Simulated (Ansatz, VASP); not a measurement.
Cu: VASP beside Ansatz

Contents of INCAR:

```
PREC = Accurate
ENCUT = 520
EDIFF = 1E-6
ISMEAR = 0
SIGMA = 0.05
LREAL = False
LASPH = True
NELM = 100
ALGO = Normal
ISIF = 2
LWAVE = False
LCHARG = True
LELF = True
LVHAR = True
NBANDS = 18
```

Contents of KPOINTS:

```
regular mesh
0
Gamma
  12 12 7
```

POSCAR

```
Cu
1.0
    2.5340966698      0.0000000000      0.0000000000
   -1.2670483349      2.1945920917      0.0000000000
    0.0000000000      0.0000000000      4.1125710000
Cu
2
Direct
    0.6666666667      0.3333333333      0.7500000000
    0.3333333333      0.6666666667      0.2500000000
```

The input input.yaml:

```yaml
crystal:
  lattice:
    - [2.5340966698, 0.0, 0.0]
    - [-1.2670483349, 2.1945920917, 0.0]
    - [0.0, 0.0, 4.112571]
  atoms:
    - { symbol: Cu, position: [0.6666666667, 0.3333333333, 0.75] }
    - { symbol: Cu, position: [0.3333333333, 0.6666666667, 0.25] }
hamiltonian:
  xc: lda
  pseudopotentials: { kind: paw }
kpoints:
  mp_grid: { grid: [12, 12, 7] }
scf:
  occupations: { method: gaussian, width: 0.05 }
output:
  forces: true
  stress: true
  eigenvalues: true
  write_density: true
  write_potential: true
  elf: true
  volumetric_format: npy
```

Alike in both runs: task single point; functional LDA; k mesh 12 × 12 × 7; occupations gaussian, width 0.05 eV; no spin polarisation.

|  | VASP | Ansatz |
| --- | --- | --- |
| version | VASP 6.6.1 | Ansatz 0.2.0 |
| potentials or method | VASP PAW LDA potentials, release 64 (Cu) | Ansatz PAW |
| plane-wave cutoff (eV) | 520 | 420 |
| valence electrons in the cell | 22 | 38 |

|  | VASP | Ansatz | Ansatz less VASP |
| --- | --- | --- | --- |
| gap on the k mesh at the Fermi level (eV) | none | none | - |
| pressure (GPa) | -7.0 | -7.9 | -0.85 |
| traceless stress, the component that is largest in VASP (GPa) | -0.02 | 0.06 | +0.086 |

LDA's correlation is that of Perdew and Zunger in VASP and of Perdew and Wang (1992) in Ansatz. A gap of «none» marks a metal or a gap that the smearing closes. VASP's potentials hold 22 valence electrons a cell and Ansatz's 38, so a difference there can come from the potentials and not from the codes.
